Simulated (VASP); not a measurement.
# ZnO (krp) (P6_3mc) in VASP: a series of runs, part 2 of 2

VASP 6.6.1.

**3. Relaxation of cell and atoms, RPBE**

This run uses another cell than the first one, of 12.74 Å³/atom, 0.998 times its volume.

Input file INCAR:

```
SYSTEM = ZnO
  ALGO = Normal
  EDIFF = 1E-6
  EDIFFG = -0.002
  ENCUT = 600
  GGA = RP
  IBRION = 2
  ISIF = 3
  ISMEAR = 0
  LASPH = .TRUE.
  LCHARG = .FALSE.
  LREAL = .FALSE.
  LWAVE = .FALSE.
  NELM = 100
  NSW = 100
  PREC = Accurate
  SIGMA = 0.02
```

Input file KPOINTS:

```
k-points
0
G
  9 9 6
  0 0 0
```

Input file POSCAR:

```
ZnO
1.0
    3.3153065239      0.0000000000      0.0000000000
   -1.6576532619      2.8711396710      0.0000000000
    0.0000000000      0.0000000000      5.3531697776
Zn O
2 2
Direct
    0.3333333333      0.6666666667      0.0019469875
    0.6666666667      0.3333333333      0.5019469875
    0.3333333333      0.6666666667      0.3810530125
    0.6666666667      0.3333333333      0.8810530125
```

Potentials or basis: VASP PAW PBE potentials, release 64 (Zn, O).

Launch:

```bash
cat potpaw_PBE.64/Zn/POTCAR potpaw_PBE.64/O/POTCAR > POTCAR
mpirun -np 1 vasp_std > vasp.out
```

It took 7 min on 1 thread of Intel Xeon Platinum 8488C (Sapphire Rapids), shared host; peak memory 0.22 GiB.

Results (log left out):

| Property | Result |
| --- | --- |
| Free energy | -16.3809 eV |
| Relaxed volume | 12.84 Å³/atom |
| Relaxed cell | a = 3.325 Å, b = 3.325 Å, c = 5.364 Å, α = 90.00°, β = 90.00°, γ = 120.00° |
| Space group after relaxing (to 0.05 Å) | P6_3mc (No. 186) |
| Energy gained by relaxing | 0.3 meV/atom |
| Ionic steps | 12 |
| Pressure after relaxing | 0.0 GPa |
| Band gap on the k mesh | 0.77 eV, direct |

The path:
```tsv
step	energy change (eV)	largest force (eV/Å)	pressure (GPa)	volume (Å³)
1	0.0000	0.0007	0.94	50.96
2	-0.0008	0.0029	-0.38	51.51
3	-0.0010	0.0017	0.04	51.33
4	-0.0010	0.0019	0.05	51.35
5	-0.0010	0.0024	-0.14	51.43
6	-0.0010	0.0020	-0.12	51.37
7	-0.0010	0.0020	-0.01	51.36
8	-0.0010	0.0018	-0.03	51.36
9	-0.0010	0.0020	-0.03	51.36
10	-0.0010	0.0003	0.05	51.35
11	-0.0010	0.0027	-0.07	51.35
12	-0.0010	0.0009	-0.02	51.35
```

Final structure:
```xyz
4
Lattice="3.3247 0.0000 0.0000 -1.6624 2.8793 0.0000 0.0000 0.0000 5.3641" Properties=species:S:1:pos:R:3 pbc="T T T"
Zn    0.0000    1.9195    0.0102
Zn    1.6624    0.9598    2.6922
O     0.0000    1.9195    2.0443
O     1.6624    0.9598    4.7263
```

Levels at points of the mesh, in eV from the valence-band top:
| k point | band 15 | band 16 | band 17 | band 18 | band 19 | band 20 | band 21 | band 22 |
| --- | --- | --- | --- | --- | --- | --- | --- | --- |
| (0.00, 0.00, 0.00) | -0.71 | -0.07 | 0.00 | 0.00 | 0.77 | 5.04 | 8.06 | 12.62 |
| (0.00, 0.00, 0.50) | -0.35 | -0.35 | -0.35 | -0.35 | 3.35 | 3.35 | 9.87 | 9.87 |

Caveat: the PAW data sets were made with another functional, which shifts forces and pressure a little. RPBE and its kin give volumes clearly too large for solids.

**4. Single point, RPBE**

This run uses another cell than the first one, of 12.74 Å³/atom, 0.998 times its volume.

Input file INCAR:

```
ALGO = Normal
EDIFF = 1E-7
ENCUT = 520
GGA = RP
ISIF = 2
ISMEAR = 0
LASPH = True
LCHARG = True
LELF = True
LREAL = False
LVHAR = True
LWAVE = False
NBANDS = 26
NELM = 100
PREC = Accurate
SIGMA = 0.1
```

Input file KPOINTS:

```
k-points
0
Gamma
  9 9 4
```

POSCAR is that of step 3.

Launch:

```bash
cat potpaw_PBE.64/Zn/POTCAR potpaw_PBE.64/O/POTCAR > POTCAR
mpirun -np 1 vasp_std > vasp.out
```

Wall time 35 s (1 thread of Intel Xeon Platinum 8488C (Sapphire Rapids), shared host); peak memory 0.19 GiB.

It converged, with:

| Quantity | Value |
| --- | --- |
| Free energy | -16.3752 eV |
| Pressure | 1.1 GPa |
| Band gap on the k mesh | 0.78 eV, direct |

Stress tensor (GPa, compression positive):
```
1.11 0.00 0.00
0.00 1.11 0.00
0.00 0.00 0.99
```

Levels at points of the mesh, in eV from the valence-band top:
```csv
k point,band 14,band 15,band 16,band 17,band 18,band 19,band 20,band 21,band 22,band 23
"(0.00, 0.00, 0.00)",-0.71,-0.71,-0.07,0.00,0.00,0.78,5.07,8.08,12.66,12.66
"(0.00, 0.00, 0.50)",-2.18,-0.35,-0.35,-0.35,-0.35,3.37,3.37,9.89,9.89,12.94
```

Caveat: the PAW data sets were made with another functional, which shifts forces and pressure a little.

**5. Relaxation of cell and atoms, RPBE**

This run uses another cell than the first one, of 11.90 Å³/atom, 0.932 times its volume.

Input file INCAR:

```
PREC     = Accurate       # precision mode
ENCUT    = 600            # plane-wave cutoff, eV
EDIFF    = 1E-6           # SCF threshold, eV
ISMEAR   = 0              # smearing method
SIGMA    = 0.1            # smearing width, eV
LREAL    = False          # projectors in reciprocal space
LASPH    = True           # aspherical terms in the spheres
NELM     = 100            # most SCF steps
ALGO     = Normal         # electronic algorithm
ISIF     = 3              # what is computed and relaxed
LWAVE    = False          # write WAVECAR
LCHARG   = False          # write CHGCAR
GGA      = RP             # functional
IBRION   = 2              # ionic algorithm
NSW      = 100            # ionic steps
EDIFFG   = -0.05          # ionic threshold
```

Input file KPOINTS:

```
regular mesh
0
Gamma
  9 9 4
```

Input file POSCAR:

```
ZnO
1.0
    3.2494000000      0.0000000000      0.0000000000
   -1.6247000000      2.8140629500      0.0000000000
    0.0000000000      0.0000000000      5.2038000000
Zn O
2 2
Direct
    0.3333333300      0.6666666700      0.0000000000
    0.6666666700      0.3333333300      0.5000000000
    0.3333333300      0.6666666700      0.3830000000
    0.6666666700      0.3333333300      0.8830000000
```

Launch:

```bash
cat potpaw_PBE.64/Zn/POTCAR potpaw_PBE.64/O/POTCAR > POTCAR
mpirun -np 1 vasp_std > vasp.out
```

Wall time 77 s (1 thread of Intel Xeon Platinum 8488C (Sapphire Rapids), shared host); peak memory 0.2 GiB.

Results (log left out):

```
Free energy                            : -16.3740 eV
Relaxed volume                         : 12.84 Å³/atom
Relaxed cell                           : a = 3.334 Å, b = 3.334 Å, c = 5.335 Å, α = 90.00°, β = 90.00°, γ = 120.00°
Space group after relaxing (to 0.05 Å) : P6_3mc (No. 186)
Energy gained by relaxing              : 28.8 meV/atom
Ionic steps                            : 3
Pressure after relaxing                : 0.0 GPa
Largest force after relaxing           : 0.027 eV/Å
Band gap on the k mesh                 : 0.78 eV, direct
```

Forces on the atoms (eV/Å):
```
Zn   0.000  0.000  0.027
Zn   0.000  0.000  0.027
O    0.000  0.000 -0.027
O    0.000  0.000 -0.027
```

Stress tensor (GPa, compression positive):
```
-0.12  0.00  0.00
 0.00 -0.12  0.00
 0.00  0.00  0.39
```

Step by step:
```
step  energy change (eV)  largest force (eV/Å)  pressure (GPa)  volume (Å³)
   1              0.0000                0.0590           10.52        47.58
   2             -0.0937                0.0192           -3.64        53.17
   3             -0.1151                0.0272            0.05        51.35
```

Final structure:
```cif
data_structure
_symmetry_space_group_name_H-M 'P 1'
_symmetry_Int_Tables_number 1
_cell_length_a 3.3338
_cell_length_b 3.3338
_cell_length_c 5.3345
_cell_angle_alpha 90.000
_cell_angle_beta 90.000
_cell_angle_gamma 120.000
_cell_volume 51.35
loop_
_atom_site_label
_atom_site_type_symbol
_atom_site_fract_x
_atom_site_fract_y
_atom_site_fract_z
_atom_site_occupancy
Zn1 Zn 0.33333 0.66667 0.00038 1
Zn2 Zn 0.66667 0.33333 0.50038 1
O1 O 0.33333 0.66667 0.38262 1
O2 O 0.66667 0.33333 0.88262 1
```

Levels at points of the mesh, in eV from the valence-band top:
| k point | band 14 | band 15 | band 16 | band 17 | band 18 | band 19 | band 20 | band 21 | band 22 |
| --- | --- | --- | --- | --- | --- | --- | --- | --- | --- |
| (0.00, 0.00, 0.00) | -0.70 | -0.70 | -0.06 | 0.00 | 0.00 | 0.78 | 5.01 | 8.12 | 12.55 |
| (0.00, 0.00, 0.50) | -2.15 | -0.35 | -0.35 | -0.35 | -0.35 | 3.36 | 3.36 | 9.91 | 9.91 |

Caveat: the PAW data sets were made with another functional, which shifts forces and pressure a little; the relaxation stopped at a loose force limit of 0.05 eV/Å, so its end isn't a converged minimum.

**6. The runs side by side**

```csv
task,cell,k mesh,cutoff (eV),smearing,gap on the mesh (eV),pressure (GPa),relaxed volume (Å³/atom)
single point,"a = 3.319, b = 3.319, c = 5.354 Å, angles 90.0, 90.0, 120.0°, 4 atoms",9 × 9 × 6,520,gaussian 0.02 eV,0.77,0.8,-
relaxation of cell and atoms,"relaxed from a = 3.315, b = 3.315, c = 5.353 Å, angles 90.0, 90.0, 120.0°, 4 atoms",9 × 9 × 6,600,gaussian 0.02 eV,0.77,0.0,12.84
single point,"a = 3.315, b = 3.315, c = 5.353 Å, angles 90.0, 90.0, 120.0°, 4 atoms",9 × 9 × 4,520,gaussian 0.1 eV,0.78,1.1,-
relaxation of cell and atoms,"relaxed from a = 3.249, b = 3.249, c = 5.204 Å, angles 90.0, 90.0, 120.0°, 4 atoms",9 × 9 × 4,600,gaussian 0.1 eV,0.78,0.0,12.84
```

Alike in all rows: level RPBE; potentials or basis VASP PAW PBE potentials, release 64 (Zn, O); no spin polarisation.

Caveats: the PAW data sets were made with another functional, which shifts forces and pressure a little; the relaxation stopped at a loose force limit of 0.05 eV/Å, so its end isn't a converged minimum (some runs).

Absolute energies hang on the potentials; compare differences alone.

**7. How close it comes**

Step 2. Measured gap of ZnO: 3.37 eV (quoted in “Electronic structure of alkaline earth and post-transition metal oxides”, 2009, arxiv:0908.1581). This calculation gives 0.77 eV (-2.60 eV). So large a miss can be the level of theory's own, or it may mean another phase, state or a wrong row. The value is that of RPBE, without temperature or zero-point motion. Semilocal functionals fall short of measured gaps as a rule.

Step 4. Measured gap of ZnO: 3.37 eV (quoted in “Electronic structure of alkaline earth and post-transition metal oxides”, 2009, arxiv:0908.1581). This calculation gives 0.78 eV (-2.59 eV). So large a miss can be the level of theory's own, or it may mean another phase, state or a wrong row. The value is that of RPBE, without temperature or zero-point motion. Semilocal functionals fall short of measured gaps as a rule.
